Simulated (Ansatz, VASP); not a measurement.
One calculation of LiCl, two programs

Contents of POSCAR:

```
LiCl
1.0
   -0.0512952000      2.5647600000      2.5647600000
    2.5134648000      0.0000000000      2.5134648000
    2.5647600000      2.5647600000     -0.0512952000
Li Cl
1 1
Direct
    0.0000000000      0.0000000000      0.0000000000
    0.5000000000      0.5000000000      0.5000000000
```

File INCAR.step1:

```
PREC     = Accurate       # precision mode
ENCUT    = 520            # plane-wave cutoff, eV
ISMEAR   = 0              # smearing method
SIGMA    = 0.05           # smearing width, eV
LREAL    = False          # projectors in reciprocal space
LASPH    = True           # aspherical terms in the spheres
NELM     = 60             # most SCF steps
NBANDS   = 12             # bands
GGA      = PE             # functional
ALGO     = Normal         # electronic algorithm
EDIFF    = 1E-4           # SCF threshold, eV
LWAVE    = True           # write WAVECAR
LCHARG   = False          # write CHGCAR
```

Contents of INCAR.step2:

```
PREC     = Accurate       # precision mode
ENCUT    = 520            # plane-wave cutoff, eV
EDIFF    = 1E-6           # SCF threshold, eV
ISMEAR   = 0              # smearing method
SIGMA    = 0.05           # smearing width, eV
LREAL    = False          # projectors in reciprocal space
LASPH    = True           # aspherical terms in the spheres
NELM     = 60             # most SCF steps
ALGO     = Normal         # electronic algorithm
ISIF     = 2              # what is computed and relaxed
LWAVE    = False          # write WAVECAR
LCHARG   = False          # write CHGCAR
METAGGA  = R2SCAN         # meta-GGA
LMIXTAU  = True         
NBANDS   = 12             # bands
ISTART   = 1
```

Contents of KPOINTS:

```
regular mesh
0
Gamma
  8 8 8
```

Input for Ansatz:

```yaml
crystal:
  lattice:
    - [-0.0512952, 2.56476, 2.56476]
    - [2.5134648, 0.0, 2.5134648]
    - [2.56476, 2.56476, -0.0512952]
  atoms:
    - { symbol: Li, position: [0.0, 0.0, 0.0] }
    - { symbol: Cl, position: [0.5, 0.5, 0.5] }
basis:
  ecutwfc: 500
kpoints:
  mp_grid: { grid: [8, 8, 8] }
hamiltonian:
  xc: r2scan
scf:
  occupations: { method: gaussian, width: 0.05 }
output:
  forces: true
  stress: true
  eigenvalues: true
```

Change from the starting cell: strain -0.0400 x Voigt [0, 0, 0, 0, 1, 0], atoms carried along.

Alike in both runs: task single point; functional r2SCAN; k mesh 8 × 8 × 8; occupations gaussian, width 0.05 eV; no spin polarisation.

|  | VASP | Ansatz |
| --- | --- | --- |
| version | VASP 6.6.1 | Ansatz 0.2.0 |
| potentials or method | VASP PAW PBE potentials, release 64 (Li_sv, Cl), cutoff 520 eV | scalar-relativistic, plane waves, PAW |
| valence electrons in the cell | 10 | 10 |

|  | VASP | Ansatz | Ansatz less VASP |
| --- | --- | --- | --- |
| gap on the k mesh at the Fermi level (eV) | 7.16 | 7.09 | -0.070 |
| least direct gap on the mesh (eV) | 7.16 | 7.09 | -0.070 |

VASP's potentials were made for PBE, not for r2SCAN.

Noted on VASP's run: the cutoff is short for stress, so the pressure is rough.
